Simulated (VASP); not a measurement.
# Cs in VASP: notebook

Cs is run at these levels: PBE; tasks: single point.

Everything below comes from runs of VASP 6.6.1. Logs are shortened: lines on timing, memory, paths and dates and some standing lists are left out, and cuts for length are marked.

## 1. The cell of the first run

The cell holds a slab with vacuum, 3 atoms: a = 8.580 Å, b = 5.254 Å, c = 16.954 Å, α = 90.00°, β = 90.00°, γ = 90.00°.

## 2. Single point, PBE

INCAR reads:

```
ALGO = Normal
DIPOL = 0.5 0.5 0.500
EDIFF = 1E-6
ENCUT = 520
GGA = PE
IDIPOL = 3
ISIF = 2
ISMEAR = 1
LASPH = True
LCHARG = True
LDIPOL = True
LELF = True
LREAL = False
LVACPOTAV = True
LVHAR = True
LWAVE = False
NBANDS = 20
NELM = 100
PREC = Accurate
SIGMA = 0.1
```

KPOINTS reads:

```
k-points
0
Gamma
  2 3 1
```

POSCAR reads:

```
Cs
1.0
    8.5800334456      0.0000000000      0.0000000000
    0.0000000000      5.2541760000      0.0000000000
    0.0000000000      0.0000000000     16.9536847746
Cs
3
Direct
    0.0000000000      0.0000000000      0.3539053651
    0.5000000000      0.3333333229      0.5000000000
    0.0000000000      0.6666666458      0.6460946349
```

Potentials or basis: VASP PAW PBE potentials, release 64 (Cs_sv).

On the command line:

```sh
$ cat potpaw_PBE.64/Cs_sv/POTCAR > POTCAR
$ mpirun -np 1 vasp_std > vasp.out
```

OUTCAR:

```text
EDIFF = 1E-6
   ENCUT = 520
   GGA = PE
   ISIF = 2
   ISMEAR = 1
   LASPH = True
   LREAL = False
   NELM = 100
   PREC = Accurate

 ion  position               nearest neighbor table
   1  0.000  0.000  0.354-
   2  0.500  0.333  0.500-
   3  0.000  0.667  0.646-

  LATTYP: Found a simple orthorhombic cell.
 ALAT       =     5.2541760000
 B/A-ratio  =     1.6329931555
 C/A-ratio  =     3.2267066757

  Lattice vectors:

 A1 = (   0.0000000000,  -5.2541760000,   0.0000000000)
 A2 = (   8.5800334456,   0.0000000000,   0.0000000000)
 A3 = (   0.0000000000,   0.0000000000,  16.9536847746)

Analysis of symmetry for initial positions (statically):
=====================================================================
 Subroutine PRICEL returns:
 Original cell was already a primitive cell.

 Routine SETGRP: Setting up the symmetry group for a
 simple orthorhombic supercell.

 Subroutine GETGRP returns: Found  4 space group operations
 (whereof  2 operations were pure point group operations)
 out of a pool of  8 trial point group operations.

The static configuration has the point symmetry C_1h.
 The point group associated with its full space group is C_2h.

Analysis of symmetry for dynamics (positions and initial velocities):
=====================================================================
 Subroutine PRICEL returns:
 Original cell was already a primitive cell.

 Routine SETGRP: Setting up the symmetry group for a
 simple orthorhombic supercell.

 Subroutine GETGRP returns: Found  4 space group operations
 (whereof  2 operations were pure point group operations)
 out of a pool of  8 trial point group operations.

The dynamic configuration has the point symmetry C_1h.
 The point group associated with its full space group is C_2h.

 Subroutine INISYM returns: Found  4 space group operations
 (whereof  2 operations are pure point group operations),
 and found     1 'primitive' translations

----------------------------------------------------------------------------------------

                                     Primitive cell

  volume of cell :     764.2892

  direct lattice vectors                    reciprocal lattice vectors
     8.580033446  0.000000000  0.000000000     0.116549662  0.000000000  0.000000000
     0.000000000  5.254176000  0.000000000     0.000000000  0.190324801  0.000000000
     0.000000000  0.000000000 16.953684775     0.000000000  0.000000000  0.058984228

  length of vectors
     8.580033446  5.254176000 16.953684775     0.116549662  0.190324801  0.058984228

  position of ions in fractional coordinates (direct lattice)
     0.000000000  0.000000000  0.353905365
     0.500000000  0.333333323  0.500000000
     0.000000000  0.666666646  0.646094635

  ion indices of the primitive-cell ions
   primitive index   ion index
                 1           1
                 2           2
                 3           3

----------------------------------------------------------------------------------------

 KPOINTS: k-points

Automatic generation of k-mesh.
 Grid dimensions read from file:
 generate k-points for:    2    3    1

 Generating k-lattice:

  Cartesian coordinates                     Fractional coordinates (reciprocal lattice)
     0.058274831  0.000000000  0.000000000     0.500000000  0.000000000  0.000000000
     0.000000000  0.063441600  0.000000000     0.000000000  0.333333333  0.000000000
     0.000000000  0.000000000  0.058984228     0.000000000  0.000000000  1.000000000

  Length of vectors
     0.058274831  0.063441600  0.058984228

  Shift w.r.t. Gamma in fractional coordinates (k-lattice)
     0.000000000  0.000000000  0.000000000

 Subroutine IBZKPT returns following result:
 ===========================================

 Found      4 irreducible k-points:

 Following reciprocal coordinates:
            Coordinates               Weight
  0.000000  0.000000  0.000000      1.000000
  0.500000  0.000000  0.000000      1.000000
  0.000000  0.333333  0.000000      2.000000
  0.500000  0.333333  0.000000      2.000000
   k-points           NKPTS =      4   k-points in BZ     NKDIM =      4   number of bands    NBANDS=     20
   number of dos      NEDOS =    301   number of ions     NIONS =      3
   total plane-waves  NPLWV = 322560
   dimension x,y,z NGX =    64 NGY =   40 NGZ =  126
   dimension x,y,z NGXF=   128 NGYF=   80 NGZF=  252
   ions per type =               3
   NGX,Y,Z   is equivalent  to a cutoff of  12.40, 12.66, 12.36 a.u.
   NGXF,Y,Z  is equivalent  to a cutoff of  24.80, 25.31, 24.71 a.u.
 SYSTEM =  unknown system
   PREC   = accura    normal or accurate (medium, high low for compatibility)
   ISTART =      0    job   : 0-new  1-cont  2-samecut
   ICHARG =      2    charge: 1-file 2-atom 10-const
   ISPIN  =      1    spin polarized calculation?
   LNONCOLLINEAR =      F non collinear calculations
   LSORBIT =      F    spin-orbit coupling
   LASPH  =      T    aspherical Exc in radial PAW
   ENCUT  =  520.0 eV  38.22 Ry    6.18 a.u.  15.95  9.77 31.52*2*pi/ulx,y,z
   NELM   =    100;   NELMIN=  2; NELMDL= -5     # of ELM steps
   EDIFF  = 0.1E-05   stopping-criterion for ELM
   LREAL  =      F    real-space projection
   EDIFFG = 0.1E-04   stopping-criterion for IOM
   NSW    =      0    number of steps for IOM
   IBRION =     -1    ionic relax: 0-MD 1-quasi-New 2-CG
   NFREE  =      0    steps in history (QN), initial steepest desc. (CG)
   ISIF   =      2    stress and relaxation
   ISYM   =      2    0-nonsym 1-usesym 2-fastsym
   POTIM  = 0.5000    time-step for ionic-motion
   TEBEG  =    0.0;   TEEND  =   0.0 temperature during run
   PSTRESS=    0.0 pullay stress
   NELECT =      27.0000    total number of electrons
   NUPDOWN=      -1.0000    fix difference up-down
   EMIN   =  10.00;   EMAX   =-10.00  energy-range for DOS
   EFERMI =   0.00;   METHOD = LEGACY
   ISMEAR =     1;   SIGMA  =   0.10  broadening in eV -4-tet -1-fermi 0-gaus
   EFERMI_NEDOS =   21; number of points for ismear=-14 and -15
   IALGO  =     38    algorithm
   IMIX   =      4    mixing-type and parameters
     AMIX     =   0.40;   BMIX     =  1.00
     AMIX_MAG =   1.60;   BMIX_MAG =  1.00
  volume/ion in A,a.u.               =     254.76      1719.23
  Fermi-wavevector in a.u.,A,eV,Ry     =   0.537168  1.015100  3.925955  0.288550
  Thomas-Fermi vector in A             =   1.562820
   LORBIT       =      0    0 simple, 1 ext, 2 COOP (PROOUT), +10 PAW based schemes
   GGA     = PE    functional components
   LHFCALC =     F    Hartree Fock is set to
   AEXX    =    0.0000 exact exchange contribution
   IVDW    =     0    specifies the selected vdW correction
   LEPSILON=     F    determine dielectric tensor
   LRPA    =     F    only Hartree local field effects (RPA)
 non-spin polarized calculation
 Methfessel and Paxton  Order N= 1 SIGMA  =   0.10
  energy-cutoff  :      520.00
  volume of cell :      764.29
 maximum number of plane-waves:     20594
 NGX is ok and might be reduce to    64
   NGX = 31   NGY = 19   NGZ = 63

 number of electron      27.0000005 magnetization

 dipolmoment           0.000000      0.000000      0.000001 electrons x Angstroem

 Free energy of the ion-electron system (eV)
  ---------------------------------------------------
  ext. energy  EPLUGINS =         0.00000000
  ---------------------------------------------------
  free energy    TOTEN  =        -2.13298913 eV

  energy without entropy =       -2.12889958  energy(sigma->0) =       -2.13162595

 E-fermi :  -0.8602     XC(G=0):  -3.1448

 val. band max:       -0.9120853288   @ k =   0.5000   0.3333   0.0000
 cond. band min:      -0.8052222517   @ k =   0.5000   0.3333   0.0000
 fundamental gap:      0.1068630771
 Fermi energy:        -0.8602065992

 k-point     1 :       0.0000    0.0000    0.0000
  band No.  band energies     occupation
      1     -24.8981      2.00000
      2     -24.8259      2.00000
      3     -24.8242      2.00000
      4     -11.7352      2.00000
      5     -11.7131      2.00000
      6     -11.6605      2.00000
      7     -11.6522      2.00000
      8     -11.6460      2.00000
      9     -11.6090      2.00000
     10     -11.6076      2.00000
     11     -11.5573      2.00000
     12     -11.5520      2.00000
     13      -2.1373      2.00000
     14      -1.1675      2.00012
     15      -0.4189     -0.00000
     16      -0.1638     -0.00000
     17       0.1578     -0.00000
     18       0.5097     -0.00000
     19       0.5710     -0.00000
     20       0.6160     -0.00000

 k-point     2 :       0.5000    0.0000    0.0000
  band No.  band energies     occupation
      1     -24.8980      2.00000
      2     -24.8260      2.00000
      3     -24.8242      2.00000
      4     -11.7465      2.00000
      5     -11.7008      2.00000
      6     -11.6548      2.00000
      7     -11.6526      2.00000
      8     -11.6311      2.00000
      9     -11.6286      2.00000
     10     -11.6117      2.00000
     11     -11.5550      2.00000
     12     -11.5525      2.00000
     13      -1.5730      2.00000
     14      -1.4622      2.00000
     15      -0.9689      2.06390
     16      -0.2239     -0.00000
     17       0.0529     -0.00000
     18       0.2628     -0.00000
     19       0.6994     -0.00000
     20       0.8488     -0.00000

 k-point     3 :       0.0000    0.3333    0.0000
  band No.  band energies     occupation
      1     -24.8955      2.00000
      2     -24.8233      2.00000
      3     -24.8217      2.00000
      4     -11.7389      2.00000
      5     -11.7192      2.00000
      6     -11.6934      2.00000
      7     -11.6486      2.00000
      8     -11.6412      2.00000
      9     -11.6379      2.00000
     10     -11.6248      2.00000
     11     -11.6081      2.00000
     12     -11.6028      2.00000
     13      -1.3795      2.00000
     14      -0.5248     -0.00002
     15       0.0317     -0.00000
     16       0.0473     -0.00000
     17       0.2532     -0.00000
     18       0.4618     -0.00000
     19       0.4953     -0.00000
     20       0.5979     -0.00000

 k-point     4 :       0.5000    0.3333    0.0000
  band No.  band energies     occupation
      1     -24.8955      2.00000
      2     -24.8233      2.00000
      3     -24.8218      2.00000
      4     -11.7480      2.00000
      5     -11.7179      2.00000
      6     -11.6902      2.00000
      7     -11.6475      2.00000
      8     -11.6401      2.00000
      9     -11.6286      2.00000
     10     -11.6278      2.00000
     11     -11.6151      2.00000
     12     -11.6000      2.00000
     13      -0.9121      1.76048
     14      -0.8052      0.20753
     15      -0.1619     -0.00000
     16      -0.0366     -0.00000
     17       0.2982     -0.00000
     18       0.4239     -0.00000
     19       0.5041     -0.00000
     20       0.6892     -0.00000

------------------------ aborting loop because EDIFF is reached ----------------------------------------

  FORCE on cell =-STRESS in cart. coord.  units (eV):
  Direction    XX          YY          ZZ          XY          YZ          ZX
  --------------------------------------------------------------------------------------
  -------------------------------------------------------------------------------------
  Total       -0.0936791     -0.0858103     -0.0602323      0.0000000      0.0860038      0.0000000
  in kB       -0.1963792     -0.1798838     -0.1262647      0.0000000      0.1802896      0.0000000
  external PRESSURE =      -0.1675092 kB  Pullay stress =       0.0000000 kB

 VOLUME and BASIS-vectors are now :
 -----------------------------------------------------------------------------
  energy-cutoff  :      520.00
  volume of cell :      764.29
      direct lattice vectors                 reciprocal lattice vectors
     8.580033446  0.000000000  0.000000000     0.116549662  0.000000000  0.000000000
     0.000000000  5.254176000  0.000000000     0.000000000  0.190324801  0.000000000
     0.000000000  0.000000000 16.953684775     0.000000000  0.000000000  0.058984228

 POSITION                                       TOTAL-FORCE (eV/Angst)
 -----------------------------------------------------------------------------------
      0.00000      0.00000      6.00000         0.000000     -0.017295      0.013206
      4.29002      1.75139      8.47684         0.000000      0.000000      0.000000
      0.00000      3.50278     10.95368         0.000000      0.017295     -0.013206
 -----------------------------------------------------------------------------------
    total drift:                                0.000000     -0.000000      0.000006

  FREE ENERGIE OF THE ION-ELECTRON SYSTEM (eV)
  ---------------------------------------------------
  free  energy   TOTEN  =        -2.1329891325 eV

  energy  without entropy=       -2.1288995825  energy(sigma->0) =       -2.13162595
```

Wall time 2.1 min (1 thread of Intel Xeon Platinum 8375C at 2.90GHz (Ice Lake), shared host); peak memory 0.61 GiB.

What came out:

| Property | Result |
| --- | --- |
| Free energy | -2.1330 eV |
| Largest force | 0.022 eV/Å |

Forces in eV/Å, atoms in the order of the input:
```
Cs   0.000 -0.017  0.013
Cs   0.000  0.000  0.000
Cs   0.000  0.017 -0.013
```

Levels at points of the mesh, in eV from the Fermi level:
| k point | band 11 | band 12 | band 13 | band 14 | band 15 | band 16 |
| --- | --- | --- | --- | --- | --- | --- |
| (0.00, 0.00, 0.00) | -10.70 | -10.69 | -1.28 | -0.31 | 0.44 | 0.70 |
| (0.50, 0.00, 0.00) | -10.69 | -10.69 | -0.71 | -0.60 | -0.11 | 0.64 |

Caveat: the k points lie up to 0.40 Å⁻¹ apart; spin-orbit coupling is left out, which moves the levels of the heavy elements.

## 3. Single point, PBE

INCAR reads:

```
ALGO = Normal ; DIPOL = 0.5 0.5 0.500
EDIFF = 1E-6 ; EFIELD = -0.1
ENCUT = 520 ; GGA = PE
IDIPOL = 3 ; ISIF = 2
ISMEAR = 1 ; LASPH = T
LCHARG = T ; LDIPOL = T
LELF = T ; LREAL = F
LVACPOTAV = T ; LVHAR = T
LWAVE = F ; NBANDS = 20
NELM = 80 ; PREC = Accurate
SIGMA = 0.1
```

KPOINTS is that of step 2.

POSCAR is that of step 2.

Potentials or basis: VASP PAW PBE potentials, release 64 (Cs_sv).

On the command line:

```sh
$ cat potpaw_PBE.64/Cs_sv/POTCAR > POTCAR
$ mpirun -np 1 vasp_std > vasp.out
```

It took 2.3 min on 1 thread of Intel Xeon Platinum 8375C at 2.90GHz (Ice Lake), shared host; peak memory 0.61 GiB.

It converged, with:

* Free energy: -2.1454 eV
* Largest force: 0.022 eV/Å

Forces in eV/Å, atoms in the order of the input:
```
Cs   0.000 -0.017  0.014
Cs   0.000 -0.001 -0.003
Cs   0.000  0.018 -0.011
```

Levels at points of the mesh, in eV from the Fermi level:
```csv
k point,band 10,band 11,band 12,band 13,band 14,band 15,band 16,band 17
"(0.00, 0.00, 0.00)",-10.75,-10.70,-10.68,-1.28,-0.31,0.44,0.69,1.02
"(0.50, 0.00, 0.00)",-10.75,-10.70,-10.68,-0.71,-0.60,-0.11,0.63,0.92
```

Caveat: the k points lie up to 0.40 Å⁻¹ apart; spin-orbit coupling is left out, which moves the levels of the heavy elements.
